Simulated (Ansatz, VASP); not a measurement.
## One calculation of Ti, two programs

POSCAR

```
Ti
1.0
    3.0185386297      0.0000000000      0.0000000000
   -1.5092693149      2.6141311356      0.0000000000
    0.0000000000      0.0000000000      4.3855094344
Ti
2
Direct
    0.3333333333      0.6666666667      0.2500000000
    0.6666666667      0.3333333333      0.7500000000
```

File INCAR.step1:

```
SYSTEM = Ti
ALGO = Normal ; EDIFF = 1E-4
ENCUT = 520 ; GGA = PE
ISMEAR = 0 ; LASPH = .True.
LCHARG = .False. ; LREAL = .False.
LWAVE = .True. ; NBANDS = 19
NELM = 60 ; PREC = Accurate
SIGMA = 0.15
```

Contents of INCAR.step2:

```
SYSTEM = Ti
ALGO = Normal ; EDIFF = 1E-6
ENCUT = 520 ; ISIF = 2
ISMEAR = 0 ; ISTART = 1
LASPH = .True. ; LCHARG = .False.
LMIXTAU = .True. ; LREAL = .False.
LWAVE = .False. ; METAGGA = R2SCAN
NBANDS = 19 ; NELM = 60
PREC = Accurate ; SIGMA = 0.15
```

The input KPOINTS:

```
k-points
0
Gamma
  24 24 14
  0 0 0
```

Input for Ansatz:

```yaml
crystal:
  lattice:
    - [3.0185386297, 0.0, 0.0]
    - [-1.5092693149, 2.6141311356, 0.0]
    - [0.0, 0.0, 4.3855094344]
  atoms:
    - { symbol: Ti, position: [0.3333333333, 0.6666666667, 0.25] }
    - { symbol: Ti, position: [0.6666666667, 0.3333333333, 0.75] }
basis:
  ecutwfc: 500
kpoints:
  mp_grid: { grid: [24, 24, 14] }
hamiltonian:
  xc: r2scan
scf:
  occupations: { method: gaussian, width: 0.15 }
output:
  forces: true
  stress: true
  eigenvalues: true
```

Alike in both runs: task single point; functional r2SCAN; k mesh 24 × 24 × 14; occupations gaussian, width 0.15 eV; no spin polarisation.

|  | VASP | Ansatz |
| --- | --- | --- |
| version | VASP 6.6.1 | Ansatz 0.2.0 |
| potentials or method | VASP PAW PBE potentials, release 64 (Ti_sv), cutoff 520 eV | scalar-relativistic, plane waves, PAW |
| valence electrons in the cell | 24 | 24 |

VASP gave:

```
gap on the k mesh at the Fermi level (eV)                     : none
pressure (GPa)                                                : 0.5
traceless stress, the component that is largest in VASP (GPa) : 6.43
```

**Question.** Which values does Ansatz return?

**Answer.** gap on the k mesh at the Fermi level (eV): none; pressure (GPa): 0.1; traceless stress, the component that is largest in VASP (GPa): 6.41.

VASP's potentials were made for PBE, not for r2SCAN. A gap of «none» marks a metal or a gap that the smearing closes. The functional is the same, so the differences come from potentials, cutoffs and numerics.
